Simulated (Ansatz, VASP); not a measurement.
## FeSi: VASP beside Ansatz

```
Fe Si
1.0
     4.44805    0.00000    0.00000
     0.00000    4.44805    0.00000
     0.00000    0.00000    4.44805
Fe Si
4 4
Cartesian
  0.6049 0.6049 0.6049
  1.6191 3.8431 2.8290
  2.8290 1.6191 3.8431
  3.8431 2.8290 1.6191
  3.7396 3.7396 3.7396
  2.9325 0.7084 1.5156
  1.5156 2.9325 0.7084
  0.7084 1.5156 2.9325
```

Alike in both runs: functional PBE; k mesh 8 × 8 × 8; occupations gaussian, width 0.05 eV; no spin polarisation.

Ansatz relaxed the structure, and its values are those at the end. VASP's run is a single point on that final structure, the one shown.

|  | VASP | Ansatz |
| --- | --- | --- |
| version | VASP 6.6.1 | Ansatz 0.2.0 |
| potentials or method | VASP PAW PBE potentials, release 64 (Fe, Si), cutoff 520 eV | scalar-relativistic, plane waves, PAW |
| valence electrons in the cell | 48 | 80 |

Ansatz gave:

```
gap on the k mesh at the Fermi level (eV) : 0.17
least direct gap on the mesh (eV)         : 0.18
pressure (GPa)                            : 0.0
rms of the force components (eV/Å)        : 0.001
```

**Question.** Estimate VASP's values.

**Answer.** gap on the k mesh at the Fermi level (eV): 0.16; least direct gap on the mesh (eV): 0.17; pressure (GPa): 0.2; rms of the force components (eV/Å): 0.014.

With one functional, cell and mesh, what is left measures potentials, basis and numerics. VASP's potentials hold 48 valence electrons a cell and Ansatz's 80, so a difference there can come from the potentials and not from the codes.
